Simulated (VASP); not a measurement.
# CaS (Fm-3m) in VASP: further runs

The runs below take CaS through single point, with revPBE.

Everything below comes from runs of VASP 6.6.1. Logs are shortened: lines on timing, memory, paths and dates and some standing lists are left out, and cuts for length are marked.

## Step 1: The cell of the first run

It takes space group Fm-3m (No. 225, cubic). The conventional cell has a = 5.691 Å, b = 5.691 Å, c = 5.691 Å, α = 90.00°, β = 90.00°, γ = 90.00°. Within 3.7 Å of Ca (site symmetry m-3m) lie 6 S at 2.85 Å. S (site symmetry m-3m) has 6 Ca at 2.85 Å within 3.7 Å.

## Step 2: Single point, revPBE (volume scaled by 0.96)

Input file INCAR:

```
SYSTEM = CaS
ALGO = Normal
EDIFF = 1E-6
ENCUT = 500
GGA = RE
GGA_COMPAT = .FALSE.
ISIF = 2
ISMEAR = 0
LASPH = .TRUE.
LCHARG = .FALSE.
LREAL = .FALSE.
LWAVE = .FALSE.
NBANDS = 15
NELM = 120
PREC = Accurate
SIGMA = 0.05
```

Input file KPOINTS:

```
k-points
0
G
  8 8 8
  0 0 0
```

Input file POSCAR:

```
CaS
1.0
    0.0000000000      2.8454433792      2.8454433792
    2.8454433792      0.0000000000      2.8454433792
    2.8454433792      2.8454433792      0.0000000000
Ca S
1 1
Direct
    0.5000000000      0.5000000000      0.5000000000
    0.0000000000      0.0000000000      0.0000000000
```

Potentials or basis: VASP PAW PBE potentials, release 64 (Ca_sv, S).

The run is started by

```
> cat potpaw_PBE.64/Ca_sv/POTCAR potpaw_PBE.64/S/POTCAR > POTCAR
> mpirun -np 1 vasp_std > vasp.out
```

OUTCAR:

```text
SYSTEM = CaS
   EDIFF = 1E-6
   ENCUT = 500
   GGA = RE
   ISIF = 2
   ISMEAR = 0
   LASPH = .TRUE.
   LREAL = .FALSE.
   NELM = 120
   PREC = Accurate

 ion  position               nearest neighbor table
   1  0.500  0.500  0.500-   2 2.85   2 2.85   2 2.85   2 2.85   2 2.85   2 2.85
   2  0.000  0.000  0.000-   1 2.85   1 2.85   1 2.85   1 2.85   1 2.85   1 2.85

  LATTYP: Found a face centered cubic cell.
 ALAT       =     5.6908867584

  Lattice vectors:

 A1 = (   0.0000000000,   2.8454433792,   2.8454433792)
 A2 = (   2.8454433792,   0.0000000000,   2.8454433792)
 A3 = (   2.8454433792,   2.8454433792,   0.0000000000)

Analysis of symmetry for initial positions (statically):
=====================================================================
 Subroutine PRICEL returns:
 Original cell was already a primitive cell.

 Routine SETGRP: Setting up the symmetry group for a
 face centered cubic supercell.

 Subroutine GETGRP returns: Found 48 space group operations
 (whereof 48 operations were pure point group operations)
 out of a pool of 48 trial point group operations.

The static configuration has the point symmetry O_h .

Analysis of symmetry for dynamics (positions and initial velocities):
=====================================================================
 Subroutine PRICEL returns:
 Original cell was already a primitive cell.

 Routine SETGRP: Setting up the symmetry group for a
 face centered cubic supercell.

 Subroutine GETGRP returns: Found 48 space group operations
 (whereof 48 operations were pure point group operations)
 out of a pool of 48 trial point group operations.

The dynamic configuration has the point symmetry O_h .

 Subroutine INISYM returns: Found 48 space group operations
 (whereof 48 operations are pure point group operations),
 and found     1 'primitive' translations

----------------------------------------------------------------------------------------

                                     Primitive cell

  volume of cell :      46.0765

  direct lattice vectors                    reciprocal lattice vectors
     0.000000000  2.845443379  2.845443379    -0.175719539  0.175719539  0.175719539
     2.845443379  0.000000000  2.845443379     0.175719539 -0.175719539  0.175719539
     2.845443379  2.845443379  0.000000000     0.175719539  0.175719539 -0.175719539

  length of vectors
     4.024064618  4.024064618  4.024064618     0.304355170  0.304355170  0.304355170

  position of ions in fractional coordinates (direct lattice)
     0.500000000  0.500000000  0.500000000
     0.000000000  0.000000000  0.000000000

  ion indices of the primitive-cell ions
   primitive index   ion index
                 1           1
                 2           2

----------------------------------------------------------------------------------------

 KPOINTS: k-points

Automatic generation of k-mesh.
 Grid dimensions read from file:
 generate k-points for:    8    8    8

 Generating k-lattice:

  Cartesian coordinates                     Fractional coordinates (reciprocal lattice)
    -0.021964942  0.021964942  0.021964942     0.125000000  0.000000000  0.000000000
     0.021964942 -0.021964942  0.021964942     0.000000000  0.125000000  0.000000000
     0.021964942  0.021964942 -0.021964942     0.000000000  0.000000000  0.125000000

  Length of vectors
     0.038044396  0.038044396  0.038044396

  Shift w.r.t. Gamma in fractional coordinates (k-lattice)
     0.000000000  0.000000000  0.000000000

 Subroutine IBZKPT returns following result:
 ===========================================

 Found     29 irreducible k-points:

 Following reciprocal coordinates:
            Coordinates               Weight
  0.000000  0.000000  0.000000      1.000000
  0.125000  0.000000  0.000000      8.000000
  0.250000  0.000000  0.000000      8.000000
  0.375000  0.000000  0.000000      8.000000
  0.500000  0.000000  0.000000      4.000000
  0.125000  0.125000  0.000000      6.000000
[... 16 lines left out ...]
  0.500000  0.250000  0.125000     48.000000
 -0.375000  0.250000  0.125000     24.000000
 [... further k-points ...]
   k-points           NKPTS =     29   k-points in BZ     NKDIM =     29   number of bands    NBANDS=     15
   number of dos      NEDOS =    301   number of ions     NIONS =      2
   total plane-waves  NPLWV =  27000
   dimension x,y,z NGX =    30 NGY =   30 NGZ =   30
   dimension x,y,z NGXF=    60 NGYF=   60 NGZF=   60
   ions per type =               1   1
   NGX,Y,Z   is equivalent  to a cutoff of  12.39, 12.39, 12.39 a.u.
   NGXF,Y,Z  is equivalent  to a cutoff of  24.79, 24.79, 24.79 a.u.
 SYSTEM =  CaS
   PREC   = accura    normal or accurate (medium, high low for compatibility)
   ISTART =      0    job   : 0-new  1-cont  2-samecut
   ICHARG =      2    charge: 1-file 2-atom 10-const
   ISPIN  =      1    spin polarized calculation?
   LNONCOLLINEAR =      F non collinear calculations
   LSORBIT =      F    spin-orbit coupling
   LASPH  =      T    aspherical Exc in radial PAW
   ENCUT  =  500.0 eV  36.75 Ry    6.06 a.u.   7.34  7.34  7.34*2*pi/ulx,y,z
   NELM   =    120;   NELMIN=  2; NELMDL= -5     # of ELM steps
   EDIFF  = 0.1E-05   stopping-criterion for ELM
   LREAL  =      F    real-space projection
   EDIFFG = 0.1E-04   stopping-criterion for IOM
   NSW    =      0    number of steps for IOM
   IBRION =     -1    ionic relax: 0-MD 1-quasi-New 2-CG
   NFREE  =      0    steps in history (QN), initial steepest desc. (CG)
   ISIF   =      2    stress and relaxation
   ISYM   =      2    0-nonsym 1-usesym 2-fastsym
   POTIM  = 0.5000    time-step for ionic-motion
   TEBEG  =    0.0;   TEEND  =   0.0 temperature during run
   PSTRESS=    0.0 pullay stress
   NELECT =      16.0000    total number of electrons
   NUPDOWN=      -1.0000    fix difference up-down
   EMIN   =  10.00;   EMAX   =-10.00  energy-range for DOS
   EFERMI =   0.00;   METHOD = LEGACY
   ISMEAR =     0;   SIGMA  =   0.05  broadening in eV -4-tet -1-fermi 0-gaus
   EFERMI_NEDOS =   21; number of points for ismear=-14 and -15
   IALGO  =     38    algorithm
   IMIX   =      4    mixing-type and parameters
     AMIX     =   0.40;   BMIX     =  1.00
     AMIX_MAG =   1.60;   BMIX_MAG =  1.00
  volume/ion in A,a.u.               =      23.04       155.47
  Fermi-wavevector in a.u.,A,eV,Ry     =   1.150681  2.174471 18.015017  1.324066
  Thomas-Fermi vector in A             =   2.287343
   LORBIT       =      0    0 simple, 1 ext, 2 COOP (PROOUT), +10 PAW based schemes
   GGA     = RE    functional components
   LHFCALC =     F    Hartree Fock is set to
   AEXX    =    0.0000 exact exchange contribution
   IVDW    =     0    specifies the selected vdW correction
   LEPSILON=     F    determine dielectric tensor
   LRPA    =     F    only Hartree local field effects (RPA)
 non-spin polarized calculation
 Gauss-broadening in eV      SIGMA  =   0.05
  energy-cutoff  :      500.00
  volume of cell :       46.08
 maximum number of plane-waves:      1211
 NGX is ok and might be reduce to    30
   NGX = 15   NGY = 15   NGZ = 15

 number of electron      16.0000004 magnetization

 Free energy of the ion-electron system (eV)
  ---------------------------------------------------
  ext. energy  EPLUGINS =         0.00000000
  ---------------------------------------------------
  free energy    TOTEN  =        -9.83766696 eV

  energy without entropy =       -9.83766696  energy(sigma->0) =       -9.83766696

 E-fermi :   3.1214     XC(G=0):  -9.1719

 val. band max:        2.8208945734   @ k =   0.0000   0.0000   0.0000
 cond. band min:       5.2648409093   @ k =   0.5000   0.5000   0.0000
 fundamental gap:      2.4439463359
 Fermi energy:         3.1213709767

 k-point     1 :       0.0000    0.0000    0.0000
  band No.  band energies     occupation
      1     -36.4531      2.00000
      2     -17.3880      2.00000
      3     -17.3880      2.00000
      4     -17.3880      2.00000
      5      -8.4987      2.00000
      6       2.8209      2.00000
      7       2.8209      2.00000
      8       2.8209      2.00000
      9       7.0636      0.00000
     10       7.0636      0.00000
     11       7.0636      0.00000
     12       7.1238      0.00000
     13       7.6252      0.00000
     14       7.6252      0.00000
     15      13.8111      0.00000

 k-point     2 :       0.1250    0.0000    0.0000
  band No.  band energies     occupation
      1     -36.4514      2.00000
      2     -17.4128      2.00000
      3     -17.3898      2.00000
      4     -17.3898      2.00000
      5      -8.3915      2.00000
      6       2.1750      2.00000
      7       2.5982      2.00000
      8       2.5982      2.00000
      9       7.0697      0.00000
     10       7.2910      0.00000
     11       7.2910      0.00000
     12       7.8724      0.00000
     13       8.0321      0.00000
     14       8.0321      0.00000
     15      13.9040      0.00000

 k-point     3 :       0.2500    0.0000    0.0000
  band No.  band energies     occupation
      1     -36.4475      2.00000
      2     -17.4718      2.00000
      3     -17.3944      2.00000
      4     -17.3944      2.00000
      5      -8.1195      2.00000
      6       1.0239      2.00000
      7       2.1583      2.00000
      8       2.1583      2.00000
      9       7.1994      0.00000
     10       7.8686      0.00000
     11       7.8686      0.00000
     12       9.0467      0.00000
     13       9.0467      0.00000
     14       9.1980      0.00000
     15      13.2574      0.00000
[... 343 lines left out ...]
 k-point    23 :       0.5000    0.2500    0.1250
  band No.  band energies     occupation
      1     -36.4414      2.00000
      2     -17.5098      2.00000
      3     -17.4336      2.00000
      4     -17.4091      2.00000
      5      -7.8056      2.00000
      6       0.3502      2.00000
      7       1.5284      2.00000
      8       1.7517      2.00000
      9       7.2143      0.00000
     10       8.7490      0.00000
     11       9.0461      0.00000
     12       9.1664      0.00000
     13       9.8189      0.00000
     14      11.2740      0.00000
     15      11.7341      0.00000

 k-point    24 :      -0.3750    0.2500    0.1250
  band No.  band energies     occupation
      1     -36.4400      2.00000
      2     -17.5222      2.00000
      3     -17.4367      2.00000
      4     -17.4137      2.00000
      5      -7.7271      2.00000
      6       0.2206      2.00000
      7       1.3396      2.00000
      8       1.6626      2.00000
      9       7.8853      0.00000
     10       8.2057      0.00000
     11       9.3336      0.00000
     12       9.6437      0.00000
     13       9.9162      0.00000
     14      10.8936      0.00000
     15      12.2013      0.00000

 [... further k-points ...]

------------------------ aborting loop because EDIFF is reached ----------------------------------------

  FORCE on cell =-STRESS in cart. coord.  units (eV):
  Direction    XX          YY          ZZ          XY          YZ          ZX
  --------------------------------------------------------------------------------------
  -------------------------------------------------------------------------------------
  Total        0.7069645      0.7069645      0.7069645      0.0000000      0.0000000     -0.0000000
  in kB       24.5826305     24.5826305     24.5826305      0.0000000      0.0000000     -0.0000000
  external PRESSURE =      24.5826305 kB  Pullay stress =       0.0000000 kB

 VOLUME and BASIS-vectors are now :
 -----------------------------------------------------------------------------
  energy-cutoff  :      500.00
  volume of cell :       46.08
      direct lattice vectors                 reciprocal lattice vectors
     0.000000000  2.845443379  2.845443379    -0.175719539  0.175719539  0.175719539
     2.845443379  0.000000000  2.845443379     0.175719539 -0.175719539  0.175719539
     2.845443379  2.845443379  0.000000000     0.175719539  0.175719539 -0.175719539

 POSITION                                       TOTAL-FORCE (eV/Angst)
 -----------------------------------------------------------------------------------
      2.84544      2.84544      2.84544         0.000000      0.000000      0.000000
      0.00000      0.00000      0.00000        -0.000000      0.000000     -0.000000
 -----------------------------------------------------------------------------------
    total drift:                                0.000000      0.000000      0.000000

  FREE ENERGIE OF THE ION-ELECTRON SYSTEM (eV)
  ---------------------------------------------------
  free  energy   TOTEN  =        -9.8376669564 eV

  energy  without entropy=       -9.8376669564  energy(sigma->0) =       -9.83766696
```

It took 16 s on 1 thread of Intel Xeon Platinum 8259CL at 2.50GHz (Skylake/Cascade Lake), shared host; peak memory 0.17 GiB.

Results:

| Property | Result |
| --- | --- |
| Free energy | -9.8377 eV |
| Pressure | 2.5 GPa |
| Band gap on the k mesh | 2.44 eV, indirect (least direct gap 3.24 eV) |

Caveat: the PAW data sets were made with another functional, which shifts forces and pressure a little. A k mesh can miss the band edges.

## Step 3: Single point, revPBE (volume scaled by 1.04)

Input file INCAR:

```
  PREC = Accurate
  ENCUT = 500
  EDIFF = 1E-6
  ISMEAR = 0
  SIGMA = 0.05
  LREAL = F
  LASPH = T
  NELM = 120
  ALGO = Normal
  ISIF = 2
  LWAVE = F
  LCHARG = F
  GGA = RE
  NBANDS = 15
  GGA_COMPAT = F
```

Input file KPOINTS:

```
Automatic mesh
0
Gamma
  8 8 8
```

Input file POSCAR:

```
CaS
1.0
    0.0000000000      2.9223842383      2.9223842383
    2.9223842383      0.0000000000      2.9223842383
    2.9223842383      2.9223842383      0.0000000000
Ca S
1 1
Direct
    0.5000000000      0.5000000000      0.5000000000
    0.0000000000      0.0000000000      0.0000000000
```

Potentials or basis: VASP PAW PBE potentials, release 64 (Ca_sv, S).

The run is started by

```
> cat potpaw_PBE.64/Ca_sv/POTCAR potpaw_PBE.64/S/POTCAR > POTCAR
> mpirun -np 1 vasp_std > vasp.out
```

Run time: 15 s. Hardware: 1 thread of Intel Xeon 6975P-C (Granite Rapids), shared host; peak memory 0.17 GiB.

It converged, with:

- Free energy: -9.8434 eV
- Pressure: -1.8 GPa
- Band gap on the k mesh: 2.61 eV, indirect (least direct gap 3.35 eV)

Levels at points of the mesh, in eV from the valence-band top:
```
           k point  band 5  band 6  band 7  band 8  band 9  band 10  band 11  band 12
(0.00, 0.00, 0.00)  -11.07    0.00    0.00    0.00    3.83     4.23     4.23     4.23
(0.50, 0.00, 0.00)  -10.42   -2.79   -1.00   -1.00    5.16     5.86     6.00     6.00
(0.50, 0.50, 0.00)  -10.53   -2.09   -0.74   -0.74    2.61     5.47     5.75     6.44
```

Caveat: the PAW data sets were made with another functional, which shifts forces and pressure a little.
